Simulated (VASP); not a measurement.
CuO:

```xyz
4
Lattice="1.9910 -2.1536 0.0000 1.9910 2.1536 0.0000 0.0000 0.0000 5.1559" Properties=species:S:1:pos:R:3 pbc="T T T"
Cu    0.9955   -1.0768    0.0000
Cu    0.9955    1.0768    2.5780
O     1.9910    0.0000    1.2890
O     1.9910    0.0000    3.8669
```

Base run:

| Property | Result |
| --- | --- |
| Program | VASP 6.6.1 |
| Functional | RPBE |
| Potentials or basis | VASP PAW PBE potentials, release 64 (Cu_sv_GW, O) |
| Cutoff | 820 eV |
| k mesh | 9 × 9 × 5 |
| Occupations | fermi-dirac, width 0.05 eV |
| Spin | no spin polarisation |

Its results: band gap on the k mesh zero (bands 25 and 26 overlap by 0.84 eV); pressure 5.8 GPa.

Question: The run is repeated on the same cell with these changes: functional from RPBE to PBEsol. What comes out?

Answer: Band gap on the k mesh zero (bands 25 and 26 overlap by 0.87 eV); pressure -6.8 GPa.

PBEsol binds more tightly than RPBE, so the same cell stands under less pressure.

Caveats: the PAW data sets were made with another functional, which shifts forces and pressure a little; semilocal functionals often make such compounds metallic where correlation or magnetic order opens a gap, which also shifts bond lengths; the cell stands under pressure (at least some runs); the cell stands under tension (at least some runs).
